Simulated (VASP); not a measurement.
# GaGe (F-43m) in VASP: density of states with PBE

Aim: the density of states of GaGe with PBE.

Everything below comes from runs of VASP 6.6.1. Logs are shortened: lines on timing, memory, paths and dates and some standing lists are left out, and cuts for length are marked.

## 1. The cell of the first run

Symmetry: F-43m, No. 216, cubic system. Conventional cell: a = 5.311 Å, b = 5.311 Å, c = 5.311 Å, α = 90.00°, β = 90.00°, γ = 90.00°. Ga (site symmetry -43m) has 4 Ge at 2.30 Å within 3.0 Å. Within 3.0 Å of Ge (site symmetry -43m) lie 4 Ga at 2.30 Å.

## 2. Density of states, PBE

POSCAR reads:

```
GaGe
1.0
    0.0000000000      2.6556090000      2.6556090000
    2.6556090000      0.0000000000      2.6556090000
    2.6556090000      2.6556090000      0.0000000000
Ga Ge
1 1
Direct
    0.0000000000      0.0000000000      0.0000000000
    0.2500000000      0.2500000000      0.2500000000
```

INCAR.step1 reads:

```
SYSTEM = GaGe
PREC = Accurate ; ENCUT = 410
EDIFF = 1E-6 ; ISMEAR = 0
SIGMA = 0.0216 ; LREAL = .FALSE.
LASPH = .TRUE. ; NELM = 120
ALGO = Normal ; ISIF = 2
LWAVE = .FALSE. ; LCHARG = .TRUE.
GGA = PE ; NBANDS = 20
GGA_COMPAT = .FALSE. ; NEDOS = 2001
LORBIT = 11
```

KPOINTS.step1 reads:

```
regular mesh
0
G
  11 11 11
  0 0 0
```

INCAR.step2 reads:

```
SYSTEM = GaGe
PREC = Accurate ; ENCUT = 410
EDIFF = 1E-6 ; ISMEAR = -5
SIGMA = 0.0216 ; LREAL = .FALSE.
LASPH = .TRUE. ; NELM = 120
ALGO = Normal ; ISIF = 2
LWAVE = .FALSE. ; LCHARG = .FALSE.
GGA = PE ; LORBIT = 10
NBANDS = 20 ; NEDOS = 1001
ICHARG = 11 ; GGA_COMPAT = .FALSE.
```

KPOINTS.step2 reads:

```
regular mesh
0
G
  17 17 17
  0 0 0
```

Potentials or basis: VASP PAW PBE potentials, release 64 (Ga_d, Ge_d).

Command:

```console
> cat potpaw_PBE.64/Ga_d/POTCAR potpaw_PBE.64/Ge_d/POTCAR > POTCAR
> cp INCAR.step1 INCAR
> cp KPOINTS.step1 KPOINTS
> mpirun -np 1 vasp_std > vasp.out
> cp INCAR.step2 INCAR
> cp KPOINTS.step2 KPOINTS
> mpirun -np 1 vasp_std > vasp.out
```

OUTCAR:

```text
SYSTEM = GaGe
   PREC = Accurate
   ENCUT = 410
   EDIFF = 1E-6
   ISMEAR = -5
   LREAL = .FALSE.
   LASPH = .TRUE.
   NELM = 120
   ISIF = 2
   GGA = PE
   LORBIT = 10
   ICHARG = 11

 ion  position               nearest neighbor table
   1  0.000  0.000  0.000-   2 2.30   2 2.30   2 2.30   2 2.30
   2  0.250  0.250  0.250-   1 2.30   1 2.30   1 2.30   1 2.30

  LATTYP: Found a face centered cubic cell.
 ALAT       =     5.3112180000

  Lattice vectors:

 A1 = (   0.0000000000,   2.6556090000,   2.6556090000)
 A2 = (   2.6556090000,   0.0000000000,   2.6556090000)
 A3 = (   2.6556090000,   2.6556090000,   0.0000000000)

Analysis of symmetry for initial positions (statically):
=====================================================================
 Subroutine PRICEL returns:
 Original cell was already a primitive cell.

 Routine SETGRP: Setting up the symmetry group for a
 face centered cubic supercell.

 Subroutine GETGRP returns: Found 24 space group operations
 (whereof 24 operations were pure point group operations)
 out of a pool of 48 trial point group operations.

The static configuration has the point symmetry T_d .

Analysis of symmetry for dynamics (positions and initial velocities):
=====================================================================
 Subroutine PRICEL returns:
 Original cell was already a primitive cell.

 Routine SETGRP: Setting up the symmetry group for a
 face centered cubic supercell.

 Subroutine GETGRP returns: Found 24 space group operations
 (whereof 24 operations were pure point group operations)
 out of a pool of 48 trial point group operations.

The dynamic configuration has the point symmetry T_d .

 Subroutine INISYM returns: Found 24 space group operations
 (whereof 24 operations are pure point group operations),
 and found     1 'primitive' translations

----------------------------------------------------------------------------------------

                                     Primitive cell

  volume of cell :      37.4561

  direct lattice vectors                    reciprocal lattice vectors
     0.000000000  2.655609000  2.655609000    -0.188280730  0.188280730  0.188280730
     2.655609000  0.000000000  2.655609000     0.188280730 -0.188280730  0.188280730
     2.655609000  2.655609000  0.000000000     0.188280730  0.188280730 -0.188280730

  length of vectors
     3.755598264  3.755598264  3.755598264     0.326111790  0.326111790  0.326111790

  position of ions in fractional coordinates (direct lattice)
     0.000000000  0.000000000  0.000000000
     0.250000000  0.250000000  0.250000000

[... 79 lines left out ...]
   LREAL  =      F    real-space projection
   EDIFFG = 0.1E-04   stopping-criterion for IOM
   NSW    =      0    number of steps for IOM
   IBRION =     -1    ionic relax: 0-MD 1-quasi-New 2-CG
   NFREE  =      0    steps in history (QN), initial steepest desc. (CG)
   ISIF   =      2    stress and relaxation
   ISYM   =      2    0-nonsym 1-usesym 2-fastsym
   POTIM  = 0.5000    time-step for ionic-motion
   TEBEG  =    0.0;   TEEND  =   0.0 temperature during run
   PSTRESS=    0.0 pullay stress
   NELECT =      27.0000    total number of electrons
   NUPDOWN=      -1.0000    fix difference up-down
   EMIN   =  10.00;   EMAX   =-10.00  energy-range for DOS
   EFERMI =   0.00;   METHOD = LEGACY
   ISMEAR =    -5;   SIGMA  =   0.02  broadening in eV -4-tet -1-fermi 0-gaus
   EFERMI_NEDOS =   21; number of points for ismear=-14 and -15
   IALGO  =     38    algorithm
   IMIX   =      4    mixing-type and parameters
     AMIX     =   0.40;   BMIX     =  1.00
     AMIX_MAG =   1.60;   BMIX_MAG =  1.00
  volume/ion in A,a.u.               =      18.73       126.38
  Fermi-wavevector in a.u.,A,eV,Ry     =   1.467873  2.773879 29.315827  2.154653
  Thomas-Fermi vector in A             =   2.583439
   LORBIT       =     10    0 simple, 1 ext, 2 COOP (PROOUT), +10 PAW based schemes
   GGA     = PE    functional components
   LHFCALC =     F    Hartree Fock is set to
   AEXX    =    0.0000 exact exchange contribution
   IVDW    =     0    specifies the selected vdW correction
   LEPSILON=     F    determine dielectric tensor
   LRPA    =     F    only Hartree local field effects (RPA)
 non-spin polarized calculation
 Fermi weights with tetrahedron method with Bloechl corrections
  energy-cutoff  :      410.00
  volume of cell :       37.46
 maximum number of plane-waves:       725
 NGX is ok and might be reduce to    28

 number of electron      26.9999990 magnetization

 Free energy of the ion-electron system (eV)
  ---------------------------------------------------
  ext. energy  EPLUGINS =         0.00000000
  ---------------------------------------------------
  free energy    TOTEN  =        -6.43485732 eV

  energy without entropy =       -6.43485732  energy(sigma->0) =       -6.43485732

 E-fermi :   5.2411     XC(G=0): -10.8151

 val. band max:        5.2444805693   @ k =   0.1765   0.1176   0.0588
 cond. band min:       5.2587573403   @ k =   0.2941   0.1176   0.0588
 fundamental gap:      0.0142767710
 Fermi energy:         5.2411193655

 k-point     1 :       0.0000    0.0000    0.0000
  band No.  band energies     occupation
      1     -18.7424      2.00000
      2     -18.7424      2.00000
      3     -18.7424      2.00000
      4     -18.7000      2.00000
      5     -18.7000      2.00000
      6      -9.3674      2.00000
[... 541 lines left out ...]
     19      15.3702      0.00000
     20      15.6176      0.00000

 [... further k-points ...]
[... 5 lines left out ...]
  --------------------------------------------------------------------------------------
  -------------------------------------------------------------------------------------
  Total        5.3417220      5.3417220      5.3417220      0.0000000      0.0000000     -0.0000000
  in kB      228.4911991    228.4911991    228.4911991      0.0000000      0.0000000     -0.0000000
  external PRESSURE =     228.4911991 kB  Pullay stress =       0.0000000 kB

 VOLUME and BASIS-vectors are now :
 -----------------------------------------------------------------------------
  energy-cutoff  :      410.00
  volume of cell :       37.46
      direct lattice vectors                 reciprocal lattice vectors
     0.000000000  2.655609000  2.655609000    -0.188280730  0.188280730  0.188280730
     2.655609000  0.000000000  2.655609000     0.188280730 -0.188280730  0.188280730
     2.655609000  2.655609000  0.000000000     0.188280730  0.188280730 -0.188280730

 POSITION                                       TOTAL-FORCE (eV/Angst)
 -----------------------------------------------------------------------------------
      0.00000      0.00000      0.00000         0.000000      0.000000      0.000000
      1.32780      1.32780      1.32780        -0.000000     -0.000000     -0.000000
 -----------------------------------------------------------------------------------
    total drift:                                0.000002      0.000002      0.000003

  FREE ENERGIE OF THE ION-ELECTRON SYSTEM (eV)
  ---------------------------------------------------
  free  energy   TOTEN  =        -6.4348573153 eV

  energy  without entropy=       -6.4348573153  energy(sigma->0) =       -6.43485732

 total charge

# of ion       s       p       d       tot
------------------------------------------
    1        0.968   1.000   9.992  11.959
    2        1.175   1.381  10.031  12.587
--------------------------------------------------
tot          2.143   2.381  20.023  24.546
```

OUTCAR.step1:

```text
SYSTEM = GaGe
   PREC = Accurate
   ENCUT = 410
   EDIFF = 1E-6
   ISMEAR = 0
   LREAL = .FALSE.
   LASPH = .TRUE.
   NELM = 120
   ISIF = 2
   GGA = PE
   LORBIT = 11
[... 774 lines left out ...]
    total drift:                                0.000002      0.000002      0.000003

  FREE ENERGIE OF THE ION-ELECTRON SYSTEM (eV)
  ---------------------------------------------------
  free  energy   TOTEN  =        -6.4332627237 eV

  energy  without entropy=       -6.4329370262  energy(sigma->0) =       -6.43309987

 total charge

# of ion       s       p       d       tot
------------------------------------------
    1        0.968   0.999   9.992  11.959
    2        1.175   1.380  10.031  12.587
--------------------------------------------------
tot          2.143   2.379  20.023  24.545
```

Run time: 65 s. Hardware: 1 thread of Intel Xeon Platinum 8375C at 2.90GHz (Ice Lake), shared host; peak memory 0.21 GiB.

What came out:

```
Valence electrons inside the program's atomic spheres : Ga 11.96; Ge 12.59
```

Levels at points of the mesh, in eV from the Fermi level:
```csv
k point,band 11,band 12,band 13,band 14,band 15,band 16,band 17,band 18
"(0.00, 0.00, 0.00)",-12.17,2.33,2.33,2.33,4.89,4.99,4.99,4.99
```

Caveat: tetrahedron occupations give inexact forces and stress in metals.
